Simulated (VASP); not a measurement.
# MnO2 (Fd-3m) in VASP: further runs, part 2 of 2

VASP 6.6.1. Earlier steps stand in the parts before.

## 4. Single point, PBEsol, collinear spin, ferromagnetic start

The input, INCAR:

```
SYSTEM = MnO2
PREC = Accurate
ENCUT = 520
EDIFF = 1E-6
ISMEAR = -1
SIGMA = 0.05
LREAL = .FALSE.
LASPH = .TRUE.
NELM = 150
ALGO = Normal
ISIF = 2
LWAVE = .FALSE.
LCHARG = .FALSE.
ISPIN = 2
MAGMOM = 4 4 4 4 0 0 0 0 0 0 0 0
LORBIT = 11
NUPDOWN = 16.0
LMAXMIX = 4
GGA = PS
NBANDS = 66
```

The input, KPOINTS:

```
regular mesh
0
G
  5 5 5
  0 0 0
```

The input, POSCAR:

```
MnO2
1.0
    0.0000000000      4.0199925062      4.0199925062
    4.0199925062      0.0000000000      4.0199925062
    4.0199925062      4.0199925062      0.0000000000
Mn O
4 8
Direct
    0.1250000000      0.1250000000      0.1250000000
    0.1250000000      0.1250000000      0.6250000000
    0.6250000000      0.1250000000      0.1250000000
    0.1250000000      0.6250000000      0.1250000000
    0.3609537633      0.3609537633      0.3609537633
    0.3609537633      0.3609537633      0.9171387100
    0.9171387100      0.3609537633      0.3609537633
    0.3609537633      0.9171387100      0.3609537633
    0.8890462367      0.8890462367      0.3328612900
    0.8890462367      0.8890462367      0.8890462367
    0.8890462367      0.3328612900      0.8890462367
    0.3328612900      0.8890462367      0.8890462367
```

Potentials or basis: VASP PAW PBE potentials, release 64 (Mn_pv, O).

Command:

```bash
$ cat potpaw_PBE.64/Mn_pv/POTCAR potpaw_PBE.64/O/POTCAR > POTCAR
$ mpirun -np 1 vasp_std > vasp.out
```

OUTCAR:

```text
SYSTEM = MnO2
   PREC = Accurate
   ENCUT = 520
   EDIFF = 1E-6
   ISMEAR = -1
   LREAL = .FALSE.
   LASPH = .TRUE.
   NELM = 150
   ISIF = 2
   ISPIN = 2
   LORBIT = 11
   NUPDOWN = 16.0
   GGA = PS

 ion  position               nearest neighbor table
   1  0.125  0.125  0.125-   6 1.90   7 1.90   8 1.90   9 1.90  11 1.90  12 1.90   2 2.84   3 2.84
                             4 2.84   2 2.84   4 2.84   3 2.84
   2  0.125  0.125  0.625-   5 1.90  10 1.90   8 1.90   7 1.90  11 1.90  12 1.90   1 2.84   1 2.84
                             3 2.84   4 2.84   4 2.84   3 2.84
   3  0.625  0.125  0.125-   5 1.90  10 1.90   8 1.90   9 1.90   6 1.90  11 1.90   1 2.84   2 2.84
                             4 2.84   1 2.84   2 2.84   4 2.84
   4  0.125  0.625  0.125-   5 1.90  10 1.90   7 1.90   9 1.90   6 1.90  12 1.90   1 2.84   2 2.84
                             1 2.84   2 2.84   3 2.84   3 2.84
   5  0.361  0.361  0.361-   2 1.90   3 1.90   4 1.90
   6  0.361  0.361  0.917-   1 1.90   3 1.90   4 1.90
   7  0.917  0.361  0.361-   1 1.90   2 1.90   4 1.90
[... 1563 lines left out ...]
  ---------------------------------------------------
  free  energy   TOTEN  =       -93.8085922676 eV

  energy  without entropy=      -93.6939005663  energy(sigma->0) =      -93.75124642

 total charge

# of ion       s       p       d       tot
------------------------------------------
    1        0.354   6.459   5.007  11.821
    2        0.354   6.459   5.007  11.821
    3        0.354   6.459   5.007  11.821
    4        0.354   6.459   5.007  11.821
    5        1.585   3.375   0.000   4.959
    6        1.585   3.375   0.000   4.959
    7        1.585   3.375   0.000   4.959
    8        1.585   3.375   0.000   4.959
    9        1.585   3.375   0.000   4.959
   10        1.585   3.375   0.000   4.959
   11        1.585   3.375   0.000   4.959
   12        1.585   3.375   0.000   4.959
--------------------------------------------------
tot         14.094  52.835  20.029  86.958

 magnetization (x)

# of ion       s       p       d       tot
------------------------------------------
    1        0.024   0.040   3.091   3.155
    2        0.024   0.040   3.091   3.155
    3        0.024   0.040   3.091   3.155
    4        0.024   0.040   3.091   3.155
    5        0.013   0.304   0.000   0.317
    6        0.013   0.304   0.000   0.317
    7        0.013   0.304   0.000   0.317
    8        0.013   0.304   0.000   0.317
    9        0.013   0.304   0.000   0.317
   10        0.013   0.304   0.000   0.317
   11        0.013   0.304   0.000   0.317
   12        0.013   0.304   0.000   0.317
--------------------------------------------------
tot          0.203   2.589  12.362  15.155
```

OSZICAR:

```text
N       E                     dE             d eps       ncg     rms          rms(c)
DAV:   1     0.145191731745E+04    0.14519E+04   -0.54686E+04  2648   0.180E+03
DAV:   2     0.670642423452E+02   -0.13849E+04   -0.12971E+04  2788   0.554E+02
DAV:   3    -0.106350352391E+03   -0.17341E+03   -0.16760E+03  2968   0.202E+02
DAV:   4    -0.113462418964E+03   -0.71121E+01   -0.69794E+01  2768   0.393E+01
DAV:   5    -0.113571628120E+03   -0.10921E+00   -0.10897E+00  2848   0.517E+00    0.615E+01
DAV:   6    -0.100147603066E+03    0.13424E+02   -0.11523E+02  3180   0.878E+01    0.434E+01
DAV:   7    -0.945573845011E+02    0.55902E+01   -0.39688E+01  2836   0.748E+01    0.304E+01
DAV:   8    -0.942365698223E+02    0.32081E+00   -0.68414E+00  2730   0.134E+01    0.149E+01
DAV:   9    -0.938937473236E+02    0.34282E+00   -0.21083E+00  3430   0.151E+01    0.413E+00
DAV:  10    -0.938178710050E+02    0.75876E-01   -0.56252E-01  2704   0.622E+00    0.150E+00
DAV:  11    -0.938079646294E+02    0.99064E-02   -0.70707E-02  3186   0.176E+00    0.410E-01
DAV:  12    -0.938089228681E+02   -0.95824E-03   -0.92813E-03  2878   0.465E-01    0.315E-01
DAV:  13    -0.938086973295E+02    0.22554E-03   -0.54372E-04  2738   0.189E-01    0.150E-01
DAV:  14    -0.938086098984E+02    0.87431E-04   -0.52335E-04  2780   0.107E-01    0.652E-02
DAV:  15    -0.938085900820E+02    0.19816E-04   -0.10585E-04  3368   0.793E-02    0.200E-02
DAV:  16    -0.938085915762E+02   -0.14942E-05   -0.18426E-05  2714   0.263E-02    0.103E-02
DAV:  17    -0.938085922676E+02   -0.69139E-06   -0.19187E-06  1738   0.667E-03
   1 F= -.93808592E+02 E0= -.93751246E+02  d E =-.114692E+00  mag=    16.0000
```

stdout:

```text
POSCAR found type information on POSCAR MnO
 POSCAR found :  2 types and      12 ions
 scaLAPACK will be used
 -----------------------------------------------------------------------------
|                                                                             |
|                                                                             |
|     You enforced a specific xc type in the INCAR file but a different       |
|     I HOPE YOU KNOW WHAT YOU ARE DOING!                                     |
|                                                                             |
 -----------------------------------------------------------------------------

 LDA part: xc-table for (Slater+PW92), standard interpolation
 POSCAR, INCAR and KPOINTS ok, starting setup
 FFT: planning ... GRIDC
 FFT: planning ... GRID_SOFT
 FFT: planning ... GRID
 WAVECAR not read
 entering main loop
```

Wall time 4.7 min (1 thread of Oxide Virtual Turin-like, shared host); peak memory 0.32 GiB.

What came out:

```
Free energy                                           : -93.8086 eV
Pressure                                              : 13.6 GPa
Largest force                                         : 0.493 eV/Å
Net moment                                            : 16.00 μB per cell
Site moments                                          : Mn +3.15; O +0.32 μB
Valence electrons inside the program's atomic spheres : Mn 11.82; O 4.96
```

Forces in eV/Å, atoms in the order of the input:
```
Mn   0.000  0.000  0.000
Mn   0.000  0.000  0.000
Mn   0.000  0.000  0.000
Mn   0.000  0.000  0.000
O    0.285  0.285  0.285
O   -0.285 -0.285  0.285
O    0.285 -0.285 -0.285
O   -0.285  0.285 -0.285
O    0.285  0.285 -0.285
O   -0.285 -0.285 -0.285
O    0.285 -0.285  0.285
O   -0.285  0.285  0.285
```

Caveat: the cell stands under pressure; the PAW data sets were made with another functional, which shifts forces and pressure a little; the total moment is fixed, so each spin has its own Fermi level and the state may be an excited one; the run started ferromagnetic, and an antiferromagnetic order may lie lower in energy.

## 5. Single point, PBEsol, collinear spin, zero start

The input, INCAR:

```
SYSTEM = MnO2
PREC = Accurate ; ENCUT = 520
EDIFF = 1E-6 ; ISMEAR = -1
SIGMA = 0.05 ; LREAL = .False.
LASPH = .True. ; NELM = 150
ALGO = Normal ; ISIF = 2
LWAVE = .False. ; LCHARG = .False.
ISPIN = 2 ; MAGMOM = 0 0 0 0 0 0 0 0 0 0 0 0
LORBIT = 11 ; NUPDOWN = 0.0
LMAXMIX = 4 ; GGA = PS
NBANDS = 66
```

The input, KPOINTS:

```
regular mesh
0
Gamma
  5 5 5
  0 0 0
```

POSCAR is that of step 4.

Command:

```bash
$ cat potpaw_PBE.64/Mn_pv/POTCAR potpaw_PBE.64/O/POTCAR > POTCAR
$ mpirun -np 1 vasp_std > vasp.out
```

It took 5.5 min on 1 thread of Oxide Virtual Turin-like, shared host; peak memory 0.32 GiB.

The run converged. Its results:

* Free energy: -95.8633 eV
* Pressure: -11.3 GPa
* Largest force: 0.800 eV/Å
* Net moment: 0.00 μB per cell
* Valence electrons inside the program's atomic spheres: Mn 11.84; O 4.94

Forces on the atoms (eV/Å):
```
Mn   0.000  0.000  0.000
Mn   0.000  0.000  0.000
Mn   0.000  0.000  0.000
Mn   0.000  0.000  0.000
O   -0.462 -0.462 -0.462
O    0.462  0.462 -0.462
O   -0.462  0.462  0.462
O    0.462 -0.462  0.462
O   -0.462 -0.462  0.462
O    0.462  0.462  0.462
O   -0.462  0.462 -0.462
O    0.462 -0.462 -0.462
```

Caveat: the cell stands under tension; the PAW data sets were made with another functional, which shifts forces and pressure a little; the total moment is fixed, so each spin has its own Fermi level.

## 6. Single point, PBEsol, collinear spin, ferromagnetic start

The input, INCAR:

```
ALGO = Normal
EDIFF = 1E-6
ENCUT = 520
GGA = PS
ISIF = 2
ISMEAR = -1
ISPIN = 2
LASPH = True
LCHARG = False
LMAXMIX = 4
LORBIT = 11
LREAL = False
LWAVE = False
MAGMOM = 1 1 1 1 0 0 0 0 0 0 0 0
NBANDS = 66
NELM = 150
NUPDOWN = 4.0
PREC = Accurate
SIGMA = 0.05
```

The input, KPOINTS:

```
k-points
0
Gamma
  5 5 5
```

POSCAR is that of step 5.

Potentials or basis: VASP PAW PBE potentials, release 64 (Mn_pv, O).

Command:

```bash
$ cat potpaw_PBE.64/Mn_pv/POTCAR potpaw_PBE.64/O/POTCAR > POTCAR
$ mpirun -np 1 vasp_std > vasp.out
```

OUTCAR:

```text
EDIFF = 1E-6
   ENCUT = 520
   GGA = PS
   ISIF = 2
   ISMEAR = -1
   ISPIN = 2
   LASPH = True
   LORBIT = 11
   LREAL = False
   NELM = 150
   NUPDOWN = 4.0
   PREC = Accurate

 ion  position               nearest neighbor table
   1  0.125  0.125  0.125-   6 1.90   7 1.90   8 1.90   9 1.90  11 1.90  12 1.90   2 2.84   3 2.84
                             4 2.84   2 2.84   4 2.84   3 2.84
   2  0.125  0.125  0.625-   5 1.90  10 1.90   8 1.90   7 1.90  11 1.90  12 1.90   1 2.84   1 2.84
                             3 2.84   4 2.84   4 2.84   3 2.84
   3  0.625  0.125  0.125-   5 1.90  10 1.90   8 1.90   9 1.90   6 1.90  11 1.90   1 2.84   2 2.84
                             4 2.84   1 2.84   2 2.84   4 2.84
   4  0.125  0.625  0.125-   5 1.90  10 1.90   7 1.90   9 1.90   6 1.90  12 1.90   1 2.84   2 2.84
                             1 2.84   2 2.84   3 2.84   3 2.84
   5  0.361  0.361  0.361-   2 1.90   3 1.90   4 1.90
   6  0.361  0.361  0.917-   1 1.90   3 1.90   4 1.90
   7  0.917  0.361  0.361-   1 1.90   2 1.90   4 1.90
   8  0.361  0.917  0.361-   1 1.90   2 1.90   3 1.90
   9  0.889  0.889  0.333-   1 1.90   3 1.90   4 1.90
  10  0.889  0.889  0.889-   2 1.90   3 1.90   4 1.90
  11  0.889  0.333  0.889-   1 1.90   2 1.90   3 1.90
  12  0.333  0.889  0.889-   1 1.90   2 1.90   4 1.90

  LATTYP: Found a face centered cubic cell.
 ALAT       =     8.0399850124

  Lattice vectors:

 A1 = (   0.0000000000,   4.0199925062,   4.0199925062)
 A2 = (   4.0199925062,   0.0000000000,   4.0199925062)
 A3 = (   4.0199925062,   4.0199925062,   0.0000000000)

Analysis of symmetry for initial positions (statically):
[... 865 lines left out ...]
      5     -44.5743      1.00000
      6     -44.5743      1.00000
[... 639 lines left out ...]
     61       6.3536      0.00000
     62       6.4435      0.00000
 [bands above 62 left out]

------------------------ aborting loop because EDIFF is reached ----------------------------------------

  FORCE on cell =-STRESS in cart. coord.  units (eV):
  Direction    XX          YY          ZZ          XY          YZ          ZX
  --------------------------------------------------------------------------------------
  -------------------------------------------------------------------------------------
  Total       -7.4183475     -7.4183475     -7.4183475     -0.0000000      0.0000000     -0.0000000
  in kB      -91.4770249    -91.4770249    -91.4770249     -0.0000000      0.0000000     -0.0000000
  external PRESSURE =     -91.4770249 kB  Pullay stress =       0.0000000 kB

 VOLUME and BASIS-vectors are now :
 -----------------------------------------------------------------------------
  energy-cutoff  :      520.00
  volume of cell :      129.93
      direct lattice vectors                 reciprocal lattice vectors
     0.000000000  4.019992506  4.019992506    -0.124378341  0.124378341  0.124378341
     4.019992506  0.000000000  4.019992506     0.124378341 -0.124378341  0.124378341
     4.019992506  4.019992506  0.000000000     0.124378341  0.124378341 -0.124378341

 POSITION                                       TOTAL-FORCE (eV/Angst)
 -----------------------------------------------------------------------------------
      1.00500      1.00500      1.00500        -0.000000     -0.000000     -0.000000
      3.01499      3.01499      1.00500        -0.000000     -0.000000     -0.000000
      1.00500      3.01499      3.01499        -0.000000     -0.000000     -0.000000
      3.01499      1.00500      3.01499        -0.000000     -0.000000     -0.000000
      2.90206      2.90206      2.90206        -0.427825     -0.427825     -0.427825
      5.13792      5.13792      2.90206         0.427825      0.427825     -0.427825
      2.90206      5.13792      5.13792        -0.427825      0.427825      0.427825
      5.13792      2.90206      5.13792         0.427825     -0.427825      0.427825
      4.91206      4.91206      7.14792        -0.427825     -0.427825      0.427825
      7.14792      7.14792      7.14792         0.427825      0.427825      0.427825
      4.91206      7.14792      4.91206        -0.427825      0.427825     -0.427825
      7.14792      4.91206      4.91206         0.427825     -0.427825     -0.427825
 -----------------------------------------------------------------------------------
    total drift:                               -0.000000     -0.000000      0.000000

  FREE ENERGIE OF THE ION-ELECTRON SYSTEM (eV)
  ---------------------------------------------------
  free  energy   TOTEN  =       -96.6807557104 eV

  energy  without entropy=      -96.5402170412  energy(sigma->0) =      -96.61048638

 total charge

# of ion       s       p       d       tot
------------------------------------------
    1        0.348   6.451   5.030  11.829
    2        0.348   6.451   5.030  11.829
    3        0.348   6.451   5.030  11.829
    4        0.348   6.451   5.030  11.829
    5        1.578   3.369   0.000   4.947
    6        1.578   3.369   0.000   4.947
    7        1.578   3.369   0.000   4.947
    8        1.578   3.369   0.000   4.947
    9        1.578   3.369   0.000   4.947
   10        1.578   3.369   0.000   4.947
   11        1.578   3.369   0.000   4.947
   12        1.578   3.369   0.000   4.947
--------------------------------------------------
tot         14.014  52.759  20.119  86.892

 magnetization (x)

# of ion       s       p       d       tot
------------------------------------------
    1        0.012   0.010   1.059   1.082
    2        0.012   0.010   1.059   1.082
    3        0.012   0.010   1.059   1.082
    4        0.012   0.010   1.059   1.082
    5       -0.001  -0.042   0.000  -0.043
    6       -0.001  -0.042   0.000  -0.043
    7       -0.001  -0.042   0.000  -0.043
    8       -0.001  -0.042   0.000  -0.043
    9       -0.001  -0.042   0.000  -0.043
   10       -0.001  -0.042   0.000  -0.043
   11       -0.001  -0.042   0.000  -0.043
   12       -0.001  -0.042   0.000  -0.043
--------------------------------------------------
tot          0.042  -0.298   4.236   3.979
```

Wall time 11 min (1 thread of Oxide Virtual Turin-like, shared host); peak memory 0.34 GiB.

What came out:

```yaml
Free_energy: -96.6808 eV
Pressure: -9.1 GPa
Largest_force: 0.741 eV/Å
Net_moment: 4.00 μB per cell
Site_moments: Mn +1.08; O -0.04 μB
Valence_electrons_inside_the_program's_atomic_spheres: Mn 11.83; O 4.95
```

Forces on the atoms (eV/Å):
```
Mn   0.000  0.000  0.000
Mn   0.000  0.000  0.000
Mn   0.000  0.000  0.000
Mn   0.000  0.000  0.000
O   -0.428 -0.428 -0.428
O    0.428  0.428 -0.428
O   -0.428  0.428  0.428
O    0.428 -0.428  0.428
O   -0.428 -0.428  0.428
O    0.428  0.428  0.428
O   -0.428  0.428 -0.428
O    0.428 -0.428 -0.428
```

Caveat: the cell stands under tension; the PAW data sets were made with another functional, which shifts forces and pressure a little; the total moment is fixed, so each spin has its own Fermi level and the state may be an excited one; the run started ferromagnetic, and an antiferromagnetic order may lie lower in energy.

## 7. Single point, PBEsol, collinear spin, ferromagnetic start

The input, INCAR:

```
SYSTEM = MnO2
  PREC = Accurate
  ENCUT = 520
  EDIFF = 1E-6
  ISMEAR = -1
  SIGMA = 0.05
  LREAL = .FALSE.
  LASPH = .TRUE.
  NELM = 150
  ALGO = Normal
  ISIF = 2
  LWAVE = .FALSE.
  LCHARG = .TRUE.
  ISPIN = 2
  MAGMOM = 2 2 2 2 0 0 0 0 0 0 0 0
  LORBIT = 11
  NUPDOWN = 8.0
  LMAXMIX = 4
  GGA = PS
  LELF = .TRUE.
  LVHAR = .TRUE.
  NBANDS = 66
```

The input, KPOINTS:

```
Automatic mesh
0
G
  5 5 5
  0 0 0
```

POSCAR is that of step 6.

Command:

```bash
$ cat potpaw_PBE.64/Mn_pv/POTCAR potpaw_PBE.64/O/POTCAR > POTCAR
$ mpirun -np 1 vasp_std > vasp.out
```

It took 4.8 min on 1 thread of Oxide Virtual Turin-like, shared host; peak memory 0.32 GiB.

The run converged. Its results:

| Property | Result |
| --- | --- |
| Free energy | -98.2999 eV |
| Pressure | -7.2 GPa |
| Largest force | 0.301 eV/Å |
| Net moment | 8.00 μB per cell |
| Site moments | Mn +1.98; O -0.01 μB |
| Valence electrons inside the program's atomic spheres | Mn 11.81; O 4.95 |

Forces in eV/Å, atoms in the order of the input:
```
Mn   0.000  0.000  0.000
Mn   0.000  0.000  0.000
Mn   0.000  0.000  0.000
Mn   0.000  0.000  0.000
O   -0.174 -0.174 -0.174
O    0.174  0.174 -0.174
O   -0.174  0.174  0.174
O    0.174 -0.174  0.174
O   -0.174 -0.174  0.174
O    0.174  0.174  0.174
O   -0.174  0.174 -0.174
O    0.174 -0.174 -0.174
```

Caveat: the cell stands under tension; the PAW data sets were made with another functional, which shifts forces and pressure a little; the total moment is fixed, so each spin has its own Fermi level and the state may be an excited one; the run started ferromagnetic, and an antiferromagnetic order may lie lower in energy.

## 8. The runs side by side

```tsv
spin	fixed moment (μB)	k mesh	pressure (GPa)	moment (μB)	largest force (eV/Å)
collinear, ferromagnetic start	-	6 × 6 × 6	-1.2	12.00	0.07
collinear, ferromagnetic start	12.0	5 × 5 × 5	-1.2	12.00	0.07
collinear, ferromagnetic start	16.0	5 × 5 × 5	13.6	16.00	0.49
collinear, zero start	0.0	5 × 5 × 5	-11.3	0.00	0.80
collinear, ferromagnetic start	4.0	5 × 5 × 5	-9.1	4.00	0.74
collinear, ferromagnetic start	8.0	5 × 5 × 5	-7.2	8.00	0.30
```

Alike in all rows: task single point; level PBEsol; potentials or basis VASP PAW PBE potentials, release 64 (Mn_pv, O); cell as given; cutoff (eV) 520; smearing fermi-dirac 0.05 eV.

Caveats: the PAW data sets were made with another functional, which shifts forces and pressure a little; the run started ferromagnetic, and an antiferromagnetic order may lie lower in energy (at least some runs); the total moment is fixed, so each spin has its own Fermi level and the state may be an excited one (at least some runs); the cell stands under tension (at least some runs); the cell stands under pressure (at least some runs); the total moment is fixed, so each spin has its own Fermi level (at least some runs).

Total energies depend on the potentials used, so only differences within one code and one set of settings carry meaning.
